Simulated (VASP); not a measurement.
Wanted: the native input for a VASP 6.6.1 run.

| Quantity | Value |
| --- | --- |
| Task | single point |
| Functional | r2SCAN |
| Potentials or basis | VASP PAW PBE potentials, release 64 (In_d) |
| Cutoff | 550 eV |
| k mesh | 6 × 6 × 6 |
| Occupations | fermi-dirac, width 0.05 eV |
| Spin | no spin polarisation |
| Dipole correction | no |
| Further INCAR settings | ALGO = Normal; EDIFF = 1e-06; NBANDS = 20 |

In:

```
CELL_PARAMETERS angstrom
0.00000 2.89588 2.89588
2.89588 0.00000 2.89588
2.89588 2.89588 0.00000
ATOMIC_POSITIONS crystal
In 0.00000 0.00000 0.00000
In 0.25000 0.25000 0.25000
```

This isn't the form of In at room conditions, which is tetragonal.

The input as run:

POSCAR

```
In
1.0
    0.0000000000      2.8958846964      2.8958846964
    2.8958846964      0.0000000000      2.8958846964
    2.8958846964      2.8958846964      0.0000000000
In
2
Direct
    1.0000000000      1.0000000000      1.0000000000
    0.2500000000      0.2500000000      0.2500000000
```

INCAR.step1

```
PREC = Accurate ; ENCUT = 550
ISMEAR = -1 ; SIGMA = 0.05
LREAL = F ; LASPH = T
NELM = 120 ; NBANDS = 20
GGA = PE ; ALGO = Normal
EDIFF = 1E-5 ; LWAVE = T
LCHARG = F ; GGA_COMPAT = F
```

INCAR.step2

```
PREC = Accurate ; ENCUT = 550
EDIFF = 1E-6 ; ISMEAR = -1
SIGMA = 0.05 ; LREAL = F
LASPH = T ; NELM = 120
ALGO = Normal ; ISIF = 2
LWAVE = F ; LCHARG = T
METAGGA = R2SCAN ; LMIXTAU = T
LELF = T ; LVHAR = T
NBANDS = 20 ; ISTART = 1
GGA_COMPAT = F
```

KPOINTS

```
regular mesh
0
Gamma
  6 6 6
```

Potentials or basis: VASP PAW PBE potentials, release 64 (In_d).

Launch:

```console
$ cat potpaw_PBE.64/In_d/POTCAR > POTCAR
$ cp INCAR.step1 INCAR
$ mpirun -np 1 vasp_std > vasp.out
$ cp INCAR.step2 INCAR
$ mpirun -np 1 vasp_std > vasp.out
```

It gave:

The pressure is 30.4 GPa. The band gap on the k mesh is zero (bands 13 and 14 overlap by 5.88 eV).

Caveat: the cell stands under pressure; the PAW data sets were made with another functional, which shifts forces and pressure a little; spin-orbit coupling is left out, which moves the levels of the heavy elements.

Run time: 41 s on 1 thread of AMD EPYC 9R45 96-Core Processor (Zen 5), with other jobs on the host, peak memory 0.15 GiB.
